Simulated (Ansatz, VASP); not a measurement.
**ScAl3F: VASP beside Ansatz**

File INCAR:

```
ALGO = Normal
EDIFF = 1E-7
EDIFFG = -0.04
ENCUT = 600
GGA = PE
IBRION = 2
ISIF = 3
ISMEAR = 0
LASPH = True
LCHARG = False
LREAL = False
LWAVE = False
NELM = 100
NSW = 90
PREC = Accurate
SIGMA = 0.1
```

Contents of KPOINTS:

```
k-points
0
Gamma
  4 4 4
```

POSCAR

```
ScAl3F
1.0
    4.2765665400      0.0000000000      0.0000000000
    0.0000000000      4.2765665400      0.0000000000
    0.0000000000      0.0000000000      4.2765665400
Sc Al F
1 3 1
Direct
    0.0000000000      0.0000000000      0.0000000000
    0.5000000000      0.0000000000      0.5000000000
    0.5000000000      0.5000000000      0.0000000000
    0.0000000000      0.5000000000      0.5000000000
    0.5000000000      0.5000000000      0.5000000000
```

Input for Ansatz:

```yaml
crystal:
  lattice:
    - [4.27656654, 0.0, 0.0]
    - [0.0, 4.27656654, 0.0]
    - [0.0, 0.0, 4.27656654]
  atoms:
    - { symbol: Sc, position: [0.0, 0.0, 0.0] }
    - { symbol: Al, position: [0.5, 0.0, 0.5] }
    - { symbol: Al, position: [0.5, 0.5, 0.0] }
    - { symbol: Al, position: [0.0, 0.5, 0.5] }
    - { symbol: F, position: [0.5, 0.5, 0.5] }
basis:
  ecutwfc: 420
kpoints:
  mp_grid: { grid: [4, 4, 4] }
hamiltonian:
  xc: pbe
scf:
  occupations: { method: gaussian, width: 0.1 }
  lower_state_search: "off"
output:
  forces: true
  stress: true
  eigenvalues: true
relax:
  adjacent_minimum: "off"
  f_tol: 0.04
  max_steps: 70
  cell: { stress_tol: 0.4 }
```

Change from the starting cell: species swapped into the Pr3InO type (Pm-3m, No. 221).

Alike in both runs: task relaxation of cell and atoms; functional PBE; k mesh 4 × 4 × 4; occupations gaussian, width 0.1 eV; no spin polarisation.

|  | VASP | Ansatz |
| --- | --- | --- |
| version | VASP 6.6.1 | Ansatz 0.2.0 |
| potentials or method | VASP PAW PBE potentials, release 64 (Sc_sv, Al, F), cutoff 600 eV | scalar-relativistic, plane waves, PAW |
| valence electrons in the cell | 27 | 27 |

|  | VASP | Ansatz | Ansatz less VASP |
| --- | --- | --- | --- |
| gap on the k mesh at the Fermi level, each at its own relaxed structure (eV) | none | none | - |
| relaxed volume (Å³/atom) | 17.12 | 17.12 | +0.004 |
| relaxed cell length with the largest relative difference (Å) | 4.407 | 4.407 | +0.0004 |

A gap of «none» marks a metal or a gap that the smearing closes.

The k mesh is coarse, so the values compare programs but aren't converged.
